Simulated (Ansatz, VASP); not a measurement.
Ca2Cl in VASP and in Ansatz

```xyz
9
Lattice="5.5040 3.1777 3.1437 -5.5040 3.1777 3.1437 0.0000 -6.3555 3.1437" Properties=species:S:1:pos:R:3 pbc="T T T"
Ca   -2.1163    1.2219    3.2449
Ca    0.0000   -2.4437    3.2449
Ca    2.1163    1.2219    3.2449
Ca    2.1163   -1.2219    6.1862
Ca   -2.1163   -1.2219    6.1862
Ca    0.0000    2.4437    6.1862
Cl    0.0000    3.1777    3.1437
Cl   -2.7520   -1.5889    3.1437
Cl    2.7520   -1.5889    3.1437
```

Alike in both runs: functional PBE; k mesh 3 × 3 × 3; occupations gaussian, width 0.1 eV; no spin polarisation.

Ansatz relaxed the structure, and its values are those at the end. VASP's run is a single point on that final structure, the one shown.

```csv
,VASP,Ansatz
version,VASP 6.6.1,Ansatz 0.2.0
potentials or method,"VASP PAW PBE potentials, release 64 (Ca_sv, Cl), cutoff 520 eV","scalar-relativistic, plane waves, PAW"
valence electrons in the cell,81,81
```

```tsv
	VASP	Ansatz	Ansatz less VASP
gap on the k mesh at the Fermi level (eV)	none	none	-
pressure (GPa)	0.1	0.1	-0.05
rms of the force components (eV/Å)	0.008	0.009	+0.0015
```

A gap of «none» marks a metal or a gap that the smearing closes. The functional is the same, so the differences come from potentials, cutoffs and numerics.
